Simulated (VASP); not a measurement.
CoPdO2: relaxation of shape and atoms at fixed volume with BLYP+D3(BJ)+U

CoPdO2:

```
CELL_PARAMETERS angstrom
1.43779 0.83011 6.00202
-1.43779 0.83011 6.00202
0.00000 -1.66021 6.00202
ATOMIC_POSITIONS crystal
Co 0.50000 0.50000 0.50000
Pd 0.00000 0.00000 0.00000
O 0.11208 0.11208 0.11208
O 0.88792 0.88792 0.88792
```

- Program: VASP 6.6.1
- Task: relaxation of shape and atoms at fixed volume
- Functional: BLYP
- Dispersion: D3(BJ)
- Potentials or basis: VASP PAW PBE potentials, release 64 (Co, Pd, O)
- Cutoff: 600 eV
- k mesh: 10 × 10 × 10
- Occupations: gaussian, width 0.05 eV
- Spin: collinear spin, zero start
- Starting moments: [0.0, 0.0, 0.0, 0.0] μB
- Hubbard terms: Co d U = 3.3 eV
- Dipole correction: no
- Further INCAR settings: ALGO = Normal; EDIFF = 1e-06; IBRION = 2; EDIFFG = -0.01; NSW = 60; ISIF = 4

```yaml
Energy_gained_by_relaxing: 0.1 meV/atom
Ionic_steps: 4
Pressure_after_relaxing: -4.4 GPa
Net_moment: 0.00 μB per cell
Valence_electrons_inside_the_program's_atomic_spheres: Co 8.31; Pd 9.32; O 5.00
Dispersion_energy_per_atom: -0.602 eV
```

Forces on the atoms (eV/Å):
```
Co   0.000  0.000  0.000
Pd   0.000  0.000  0.000
O    0.000  0.000  0.003
O    0.000  0.000 -0.003
```

The path:
```csv
step,energy change (eV),largest force (eV/Å),pressure (GPa),volume (Å³)
1,0.0000,0.1009,-4.53,42.98
2,-0.0005,0.0165,-4.38,42.98
3,-0.0005,0.0094,-4.34,42.98
4,-0.0005,0.0025,-4.37,42.98
```

Final structure:
```xyz
4
Lattice="1.4389 0.8308 5.9926 -1.4389 0.8308 5.9926 0.0000 -1.6615 5.9926" Properties=species:S:1:pos:R:3 pbc="T T T"
Co    0.0000    0.0000    8.9888
Pd    0.0000   -1.6615    5.9926
O     0.0000    0.0000    2.0195
O     0.0000    0.0000   15.9581
```

Levels at points of the mesh, in eV from the Fermi level:
Spin up:
| k point | band 13 | band 14 | band 15 | band 16 | band 17 | band 18 | band 19 |
| --- | --- | --- | --- | --- | --- | --- | --- |
| (0.00, 0.00, 0.00) | -2.39 | -2.18 | -1.42 | -1.42 | 2.29 | 2.29 | 2.98 |
| (0.50, 0.00, 0.00) | -2.01 | -1.23 | -0.35 | 0.83 | 1.62 | 1.98 | 3.73 |
| (0.50, 0.50, 0.00) | -1.79 | -1.65 | -0.35 | 0.32 | 2.16 | 2.25 | 3.77 |
| (0.50, 0.50, 0.50) | -2.40 | -1.67 | -0.67 | -0.67 | 2.04 | 2.04 | 4.18 |
Spin down:
```csv
k point,band 14,band 15,band 16,band 17,band 18,band 19
"(0.00, 0.00, 0.00)",-2.18,-1.42,-1.42,2.29,2.29,2.98
"(0.50, 0.00, 0.00)",-1.23,-0.35,0.83,1.62,1.98,3.73
"(0.50, 0.50, 0.00)",-1.65,-0.35,0.32,2.16,2.25,3.77
"(0.50, 0.50, 0.50)",-1.67,-0.67,-0.67,2.04,2.04,4.18
```

Eigenvalues of the final occupation matrices:
```
    site  spin  trace               eigenvalues
site 1 d     1   3.67  0.38 0.38 0.97 0.97 0.97
site 1 d     2   3.67  0.38 0.38 0.97 0.97 0.97
```

Run time: 22 min on 1 thread of AMD EPYC 9R45 96-Core Processor (Zen 5) (shared host), peak memory 0.57 GiB.

Caveat: no moment was typed at the start, so none could form; the PAW data sets were made with another functional, which shifts forces and pressure a little.
